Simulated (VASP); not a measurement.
# HgTe (Fm-3m) in VASP: relaxation of the atoms with PBE

Aim: the relaxation of the atoms of HgTe with PBE.

All numbers are computed with VASP 6.6.1; they aren't measurements. Logs are shortened: lines on timing, memory, paths and dates and some standing lists are left out, and cuts for length are marked.

## (1) The cell of the first run

Symmetry: Fm-3m, No. 225, cubic system. Conventional cell: a = 5.764 Å, b = 5.764 Å, c = 5.764 Å, α = 90.00°, β = 90.00°, γ = 90.00°. Hg (site symmetry m-3m) has 6 Te at 2.88 Å within 3.8 Å. Te (site symmetry m-3m) has 6 Hg at 2.88 Å within 3.8 Å.

## (2) Relaxation of the atoms, PBE (volume scaled by 0.96)

Contents of INCAR:

```
PREC = Accurate
ENCUT = 520
EDIFF = 1E-7
ISMEAR = -1
SIGMA = 0.05
LREAL = F
LASPH = T
NELM = 80
ALGO = Normal
ISIF = 2
LWAVE = F
LCHARG = F
GGA = PE
IBRION = 2
NSW = 80
EDIFFG = -0.02
```

Contents of KPOINTS:

```
regular mesh
0
Gamma
  14 14 14
```

Contents of POSCAR:

```
HgTe
1.0
    0.0000000000      2.8820154301      2.8820154301
    2.8820154301      0.0000000000      2.8820154301
    2.8820154301      2.8820154301      0.0000000000
Hg Te
1 1
Direct
    0.0000000000      0.0000000000      0.0000000000
    0.5000000000      0.5000000000      0.5000000000
```

Potentials or basis: VASP PAW PBE potentials, release 64 (Hg, Te).

The run is started by

```
$ cat potpaw_PBE.64/Hg/POTCAR potpaw_PBE.64/Te/POTCAR > POTCAR
$ mpirun -np 1 vasp_std > vasp.out
```

OUTCAR:

```text
PREC = Accurate
   ENCUT = 520
   EDIFF = 1E-7
   ISMEAR = -1
   LREAL = F
   LASPH = T
   NELM = 80
   ISIF = 2
   GGA = PE
   IBRION = 2
   NSW = 80
   EDIFFG = -0.02

 ion  position               nearest neighbor table
   1  0.000  0.000  0.000-   2 2.88   2 2.88   2 2.88   2 2.88   2 2.88   2 2.88
   2  0.500  0.500  0.500-   1 2.88   1 2.88   1 2.88   1 2.88   1 2.88   1 2.88

  LATTYP: Found a face centered cubic cell.
 ALAT       =     5.7640308602

  Lattice vectors:

 A1 = (   0.0000000000,   2.8820154301,   2.8820154301)
 A2 = (   2.8820154301,   0.0000000000,   2.8820154301)
 A3 = (   2.8820154301,   2.8820154301,   0.0000000000)

Analysis of symmetry for initial positions (statically):
=====================================================================
 Subroutine PRICEL returns:
 Original cell was already a primitive cell.

 Routine SETGRP: Setting up the symmetry group for a
 face centered cubic supercell.

 Subroutine GETGRP returns: Found 48 space group operations
 (whereof 48 operations were pure point group operations)
 out of a pool of 48 trial point group operations.

The static configuration has the point symmetry O_h .

Analysis of symmetry for dynamics (positions and initial velocities):
=====================================================================
 Subroutine PRICEL returns:
 Original cell was already a primitive cell.

 Routine SETGRP: Setting up the symmetry group for a
 face centered cubic supercell.

 Subroutine GETGRP returns: Found 48 space group operations
 (whereof 48 operations were pure point group operations)
 out of a pool of 48 trial point group operations.

The dynamic configuration has the point symmetry O_h .

 Subroutine INISYM returns: Found 48 space group operations
 (whereof 48 operations are pure point group operations),
 and found     1 'primitive' translations

----------------------------------------------------------------------------------------

                                     Primitive cell

  volume of cell :      47.8761

  direct lattice vectors                    reciprocal lattice vectors
     0.000000000  2.882015430  2.882015430    -0.173489703  0.173489703  0.173489703
     2.882015430  0.000000000  2.882015430     0.173489703 -0.173489703  0.173489703
     2.882015430  2.882015430  0.000000000     0.173489703  0.173489703 -0.173489703

  length of vectors
     4.075785308  4.075785308  4.075785308     0.300492980  0.300492980  0.300492980

  position of ions in fractional coordinates (direct lattice)
     0.000000000  0.000000000  0.000000000
     0.500000000  0.500000000  0.500000000

  ion indices of the primitive-cell ions
   primitive index   ion index
                 1           1
                 2           2

----------------------------------------------------------------------------------------

 KPOINTS: regular mesh

Automatic generation of k-mesh.
 Grid dimensions read from file:
 generate k-points for:   14   14   14

 Generating k-lattice:

  Cartesian coordinates                     Fractional coordinates (reciprocal lattice)
    -0.012392122  0.012392122  0.012392122     0.071428571  0.000000000  0.000000000
     0.012392122 -0.012392122  0.012392122     0.000000000  0.071428571  0.000000000
     0.012392122  0.012392122 -0.012392122     0.000000000  0.000000000  0.071428571

  Length of vectors
     0.021463784  0.021463784  0.021463784

  Shift w.r.t. Gamma in fractional coordinates (k-lattice)
     0.000000000  0.000000000  0.000000000

 Subroutine IBZKPT returns following result:
 ===========================================

 Found    104 irreducible k-points:

 Following reciprocal coordinates:
            Coordinates               Weight
  0.000000  0.000000  0.000000      1.000000
  0.071429  0.000000  0.000000      8.000000
  0.142857  0.000000  0.000000      8.000000
  0.214286  0.000000  0.000000      8.000000
  0.285714  0.000000  0.000000      8.000000
  0.357143  0.000000  0.000000      8.000000
[... 16 lines left out ...]
  0.214286  0.142857  0.000000     24.000000
  0.285714  0.142857  0.000000     24.000000
 [... further k-points ...]
   k-points           NKPTS =    104   k-points in BZ     NKDIM =    104   number of bands    NBANDS=     13
   number of dos      NEDOS =    301   number of ions     NIONS =      2
   total plane-waves  NPLWV =  27000
   dimension x,y,z NGX =    30 NGY =   30 NGZ =   30
   dimension x,y,z NGXF=    60 NGYF=   60 NGZF=   60
   ions per type =               1   1
   NGX,Y,Z   is equivalent  to a cutoff of  12.24, 12.24, 12.24 a.u.
   NGXF,Y,Z  is equivalent  to a cutoff of  24.47, 24.47, 24.47 a.u.
 SYSTEM =  unknown system
   PREC   = accura    normal or accurate (medium, high low for compatibility)
   ISTART =      0    job   : 0-new  1-cont  2-samecut
   ICHARG =      2    charge: 1-file 2-atom 10-const
   ISPIN  =      1    spin polarized calculation?
   LNONCOLLINEAR =      F non collinear calculations
   LSORBIT =      F    spin-orbit coupling
   LASPH  =      T    aspherical Exc in radial PAW
   ENCUT  =  520.0 eV  38.22 Ry    6.18 a.u.   7.58  7.58  7.58*2*pi/ulx,y,z
   NELM   =     80;   NELMIN=  2; NELMDL= -5     # of ELM steps
   EDIFF  = 0.1E-06   stopping-criterion for ELM
   LREAL  =      F    real-space projection
   EDIFFG = -.2E-01   stopping-criterion for IOM
   NSW    =     80    number of steps for IOM
   IBRION =      2    ionic relax: 0-MD 1-quasi-New 2-CG
   NFREE  =      1    steps in history (QN), initial steepest desc. (CG)
   ISIF   =      2    stress and relaxation
   ISYM   =      2    0-nonsym 1-usesym 2-fastsym
   POTIM  = 0.5000    time-step for ionic-motion
   TEBEG  =    0.0;   TEEND  =   0.0 temperature during run
   PSTRESS=    0.0 pullay stress
   NELECT =      18.0000    total number of electrons
   NUPDOWN=      -1.0000    fix difference up-down
   EMIN   =  10.00;   EMAX   =-10.00  energy-range for DOS
   EFERMI =   0.00;   METHOD = LEGACY
   ISMEAR =    -1;   SIGMA  =   0.05  broadening in eV -4-tet -1-fermi 0-gaus
   EFERMI_NEDOS =   21; number of points for ismear=-14 and -15
   IALGO  =     38    algorithm
   IMIX   =      4    mixing-type and parameters
     AMIX     =   0.40;   BMIX     =  1.00
     AMIX_MAG =   1.60;   BMIX_MAG =  1.00
  volume/ion in A,a.u.               =      23.94       161.54
  Fermi-wavevector in a.u.,A,eV,Ry     =   1.181570  2.232843 18.995190  1.396107
  Thomas-Fermi vector in A             =   2.317841
   LORBIT       =      0    0 simple, 1 ext, 2 COOP (PROOUT), +10 PAW based schemes
   GGA     = PE    functional components
   LHFCALC =     F    Hartree Fock is set to
   AEXX    =    0.0000 exact exchange contribution
   IVDW    =     0    specifies the selected vdW correction
   LEPSILON=     F    determine dielectric tensor
   LRPA    =     F    only Hartree local field effects (RPA)
 conjugate gradient relaxation of ions
 non-spin polarized calculation
  energy-cutoff  :      520.00
  volume of cell :       47.88
 maximum number of plane-waves:      1308
   NGX = 15   NGY = 15   NGZ = 15

 number of electron      18.0000000 magnetization

 Free energy of the ion-electron system (eV)
  ---------------------------------------------------
  ext. energy  EPLUGINS =         0.00000000
  ---------------------------------------------------
  free energy    TOTEN  =        -2.95625482 eV

  energy without entropy =       -2.94740083  energy(sigma->0) =       -2.95182782

 E-fermi :   6.5190     XC(G=0): -10.7094

 val. band max:        6.5185601601   @ k =  -0.1429   0.2143   0.0714
 cond. band min:       6.5251215653   @ k =   0.4286   0.1429   0.0714
 fundamental gap:      0.0065614052
 Fermi energy:         6.5189663098

 k-point     1 :       0.0000    0.0000    0.0000
  band No.  band energies     occupation
      1      -6.9085      2.00000
      2      -0.9758      2.00000
      3      -0.9758      2.00000
      4      -0.9128      2.00000
      5      -0.9128      2.00000
      6      -0.9128      2.00000
      7       5.5086      2.00000
      8       5.5086      2.00000
      9       5.5086      2.00000
     10       6.3603      1.91966
     11      14.2250      0.00000
     12      14.2275      0.00000
     13      14.2275      0.00000

 k-point     2 :       0.0714    0.0000    0.0000
  band No.  band energies     occupation
      1      -6.8491      2.00000
      2      -1.0021      2.00000
      3      -1.0021      2.00000
      4      -0.9236      2.00000
      5      -0.9034      2.00000
      6      -0.9034      2.00000
      7       4.6310      2.00000
      8       5.5695      2.00000
      9       5.5695      2.00000
     10       7.1973      0.00000
     11      13.2593      0.00000
     12      13.9356      0.00000
     13      13.9356      0.00000

 k-point     3 :       0.1429    0.0000    0.0000
  band No.  band energies     occupation
      1      -6.6735      2.00000
      2      -1.0805      2.00000
      3      -1.0805      2.00000
      4      -0.9592      2.00000
      5      -0.8698      2.00000
      6      -0.8698      2.00000
      7       3.4593      2.00000
      8       5.7421      2.00000
      9       5.7421      2.00000
     10       8.2190      0.00000
     11      12.3552      0.00000
     12      13.1710      0.00000
     13      13.1710      0.00000
[... 305 lines left out ...]
 k-point    23 :       0.2143    0.1429    0.0000
  band No.  band energies     occupation
      1      -6.4143      2.00000
      2      -1.3315      2.00000
      3      -0.9874      2.00000
      4      -0.9844      2.00000
      5      -0.8458      2.00000
      6      -0.8207      2.00000
      7       3.1543      2.00000
      8       5.0618      2.00000
      9       5.2916      2.00000
     10       9.0138      0.00000
     11      11.2742      0.00000
     12      12.2837      0.00000
     13      13.5944      0.00000

 k-point    24 :       0.2857    0.1429    0.0000
  band No.  band energies     occupation
      1      -6.1333      2.00000
      2      -1.4311      2.00000
      3      -1.0817      2.00000
      4      -1.0306      2.00000
      5      -0.8028      2.00000
      6      -0.7492      2.00000
      7       2.2199      2.00000
      8       5.1070      2.00000
      9       5.6162      2.00000
     10       8.6505      0.00000
     11      11.1769      0.00000
     12      12.3494      0.00000
     13      13.1873      0.00000

 [... further k-points ...]
[... 5 lines left out ...]
  --------------------------------------------------------------------------------------
  -------------------------------------------------------------------------------------
  Total        4.5151495      4.5151495      4.5151495     -0.0000000      0.0000000     -0.0000000
  in kB      151.0997763    151.0997763    151.0997763     -0.0000000      0.0000000     -0.0000000
  external PRESSURE =     151.0997763 kB  Pullay stress =       0.0000000 kB

 VOLUME and BASIS-vectors are now :
 -----------------------------------------------------------------------------
  energy-cutoff  :      520.00
  volume of cell :       47.88
      direct lattice vectors                 reciprocal lattice vectors
     0.000000000  2.882015430  2.882015430    -0.173489703  0.173489703  0.173489703
     2.882015430  0.000000000  2.882015430     0.173489703 -0.173489703  0.173489703
     2.882015430  2.882015430  0.000000000     0.173489703  0.173489703 -0.173489703

 POSITION                                       TOTAL-FORCE (eV/Angst)
 -----------------------------------------------------------------------------------
      0.00000      0.00000      0.00000         0.000000      0.000000      0.000000
      2.88202      2.88202      2.88202         0.000000      0.000000      0.000000
 -----------------------------------------------------------------------------------
    total drift:                               -0.000000      0.000000      0.000000

  FREE ENERGIE OF THE ION-ELECTRON SYSTEM (eV)
  ---------------------------------------------------
  free  energy   TOTEN  =        -2.9562548153 eV

  energy  without entropy=       -2.9474008271  energy(sigma->0) =       -2.95182782

 reached required accuracy - stopping structural energy minimisation
```

Run time: 36 s. Hardware: 1 thread of Intel Xeon Platinum 8488C (Sapphire Rapids), shared host; peak memory 0.22 GiB.

What came out:

```
Free energy             : -2.9563 eV
Pressure after relaxing : 15.1 GPa
Band gap on the k mesh  : zero (band 9 reaches 6.97 eV, above the bottom of band 10 at 3.50 eV)
```

Final structure:
```
Hg Te
1.0
     0.00000    2.88202    2.88202
     2.88202    0.00000    2.88202
     2.88202    2.88202    0.00000
Hg Te
1 1
Direct
  0.00000 0.00000 0.00000
  0.50000 0.50000 0.50000
```

Caveat: the relaxation stopped at its first step, so nothing moved; spin-orbit coupling is left out, which moves the levels of the heavy elements.
